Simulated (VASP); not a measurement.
Crystal: Co.

```
CELL_PARAMETERS angstrom
2.50710 0.00000 0.00000
-1.25355 2.17121 0.00000
0.00000 0.00000 4.06860
ATOMIC_POSITIONS crystal
Co 0.33333 0.66667 0.25000
Co 0.66667 0.33333 0.75000
```

```yaml
Program: VASP 6.6.1
Task: relaxation of cell and atoms
Functional: BLYP
Potentials_or_basis: VASP PAW PBE potentials, release 64 (Co)
Cutoff: 600 eV
k_mesh: 14 × 14 × 8
Occupations: fermi-dirac, width 0.05 eV
Spin: collinear spin, ferromagnetic start
Starting_moments: "[1.7, 1.7] μB"
```

At the start: pressure 4.0 GPa; volume 11.07 Å³/atom.

How do energy, volume and symmetry change on relaxing?

Over 5 steps the energy falls by 3.0 meV/atom and the volume is 11.31 Å³/atom (+2.1 %); space group P6_3/mmc (No. 194, to 0.05 Å); moment 3.16 μB per cell.

Step by step:
| step | energy change (eV) | largest force (eV/Å) | pressure (GPa) | volume (Å³) |
| --- | --- | --- | --- | --- |
| 1 | 0.0000 | 0.0000 | 3.95 | 22.15 |
| 2 | -0.0021 | 0.0000 | -3.06 | 23.03 |
| 3 | -0.0059 | 0.0000 | -0.08 | 22.63 |
| 4 | -0.0059 | 0.0000 | -0.02 | 22.62 |
| 5 | -0.0061 | 0.0000 | 0.05 | 22.62 |

Final structure:
```
Co
1.0
     2.52893    0.00000    0.00000
    -1.26446    2.19011    0.00000
     0.00000    0.00000    4.08353
Co
2
Direct
  0.33333 0.66667 0.25000
  0.66667 0.33333 0.75000
```

Caveat: the PAW data sets were made with another functional, which shifts forces and pressure a little.
